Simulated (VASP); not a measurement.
## Hf12C13: single point with PBE

Hf12C13, a slab with vacuum:

```
Hf C
1.0
     6.57821    0.00000    0.00000
     0.00000    6.57821    0.00000
     0.00000    0.00000   20.08413
Hf C
12 13
Direct
  0.00000 0.00000 0.19916
  0.00000 0.50000 0.19916
  0.50000 0.00000 0.19916
  0.50000 0.50000 0.19916
  0.25000 0.25000 0.31195
  0.25000 0.75000 0.31195
  0.75000 0.25000 0.31195
  0.75000 0.75000 0.31195
  0.00000 0.00000 0.42315
  0.00000 0.50000 0.42315
  0.50000 0.00000 0.42315
  0.50000 0.50000 0.42315
  0.25000 0.25000 0.19916
  0.25000 0.75000 0.19916
  0.75000 0.25000 0.19916
  0.75000 0.75000 0.19916
  0.00000 0.00000 0.31153
  0.00000 0.50000 0.31153
  0.50000 0.00000 0.31153
  0.50000 0.50000 0.31153
  0.25000 0.25000 0.42741
  0.25000 0.75000 0.42741
  0.75000 0.25000 0.42741
  0.75000 0.75000 0.42741
  0.25000 0.43750 0.48487
```

```yaml
Program: VASP 6.6.1
Task: single point
Functional: PBE
Potentials_or_basis: VASP PAW PBE potentials, release 64 (Hf_pv, C)
Cutoff: 520 eV
k_mesh: 4 × 4 × 1
Occupations: gaussian, width 0.1 eV
Spin: no spin polarisation
Dipole_correction: yes
Further_INCAR_settings: LREAL = Auto; ALGO = Normal; EDIFF = 1e-06; NBANDS = 104
```

- Largest force: 2.655 eV/Å
- Band gap on the k mesh: zero (bands 86 and 87 overlap by 0.07 eV)

Forces on the atoms (eV/Å):
```
Hf   0.058  0.075  0.740
Hf   0.047 -0.088  0.721
Hf  -0.058  0.075  0.740
Hf  -0.047 -0.088  0.721
Hf   0.000  0.346 -0.066
Hf   0.000 -0.168 -0.219
Hf   0.000  0.052 -0.069
Hf   0.000 -0.025 -0.002
Hf  -0.773 -0.279  0.178
Hf  -2.533  0.487  0.135
Hf   0.773 -0.279  0.178
Hf   2.533  0.487  0.135
C    0.000 -0.085 -0.876
C    0.000  0.041 -0.641
C    0.000  0.022 -0.605
C    0.000  0.018 -0.638
C    0.054 -0.035  0.076
C    0.135 -0.109 -0.548
C   -0.054 -0.035  0.076
C   -0.135 -0.109 -0.548
C    0.000  1.547  1.397
C    0.000  0.656 -0.315
C    0.000 -0.345 -0.400
C    0.000  0.492 -0.179
C    0.000 -2.655  0.007
```

Levels at points of the mesh, in eV from the Fermi level:
| k point | band 83 | band 84 | band 85 | band 86 | band 87 | band 88 | band 89 | band 90 |
| --- | --- | --- | --- | --- | --- | --- | --- | --- |
| (0.00, 0.00, 0.00) | -0.31 | -0.20 | -0.02 | 0.02 | 0.11 | 0.12 | 0.73 | 0.80 |
| (0.50, 0.00, 0.00) | -1.35 | -1.17 | -0.94 | -0.49 | 0.20 | 0.79 | 1.15 | 1.76 |
| (0.00, 0.50, 0.00) | -1.39 | -1.22 | -0.79 | -0.54 | 0.77 | 1.01 | 1.06 | 1.49 |
| (0.50, 0.50, 0.00) | -1.02 | -0.90 | -0.59 | -0.46 | 0.35 | 0.60 | 0.75 | 1.09 |

It took 27 min on 1 thread of Intel(R) Xeon(R) Platinum 8488C (Sapphire Rapids) (shared host), peak memory 1 GiB.

Caveat: spin-orbit coupling is left out, which moves the levels of the heavy elements.
